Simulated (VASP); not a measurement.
Write the native input for VASP 6.6.1 that does the following.

| Item | Value |
| --- | --- |
| Task | single point |
| Functional | PBE |
| Potentials or basis | VASP PAW PBE potentials, release 64 (Be) |
| Cutoff | 520 eV |
| k mesh | 17 × 17 × 1 |
| Occupations | methfessel-paxton, width 0.1 eV |
| Spin | no spin polarisation |
| Dipole correction | yes |
| Further INCAR settings | ALGO = Normal; EDIFF = 1e-06; NBANDS = 15 |

The structure of Be lies in POSCAR:

```
Be
1.0
    2.2652065269      0.0000000003      0.0000000000
    1.1326032632      1.9617263972      0.0000000000
    0.0000000000      0.0000000000     24.8988790220
Be
6
Direct
    0.6666666667      0.6666666667      0.3169468972
    0.0000000000      0.0000000000      0.3910272185
    0.6666666667      0.6666666667      0.4636804532
    0.0000000000      0.0000000000      0.5363220533
    0.6666666667      0.6666666667      0.6089711317
    0.0000000000      0.0000000000      0.6830522461
```

These files were run (other wordings do the same):

INCAR

```
SYSTEM = Be
ALGO = Normal ; DIPOL = 0.5 0.5 0.500
EDIFF = 1E-6 ; ENCUT = 520
GGA = PE ; IDIPOL = 3
ISIF = 2 ; ISMEAR = 1
LASPH = .TRUE. ; LCHARG = .FALSE.
LDIPOL = .TRUE. ; LREAL = .FALSE.
LWAVE = .FALSE. ; NBANDS = 15
NELM = 60 ; PREC = Accurate
SIGMA = 0.1
```

KPOINTS

```
k-points
0
G
  17 17 1
  0 0 0
```

Potentials or basis: VASP PAW PBE potentials, release 64 (Be).

Command:

```console
$ cat potpaw_PBE.64/Be/POTCAR > POTCAR
$ mpirun -np 1 vasp_std > vasp.out
```

Results of the run:

The largest force is 0.017 eV/Å and the band gap on the k mesh is zero (band 6 reaches 0.62 eV, above the bottom of band 7 at -2.62 eV).

Run time: 70 s on 1 thread of Intel(R) Xeon(R) Platinum 8259CL CPU @ 2.50GHz (Skylake/Cascade Lake) (shared host), peak memory 0.23 GiB.
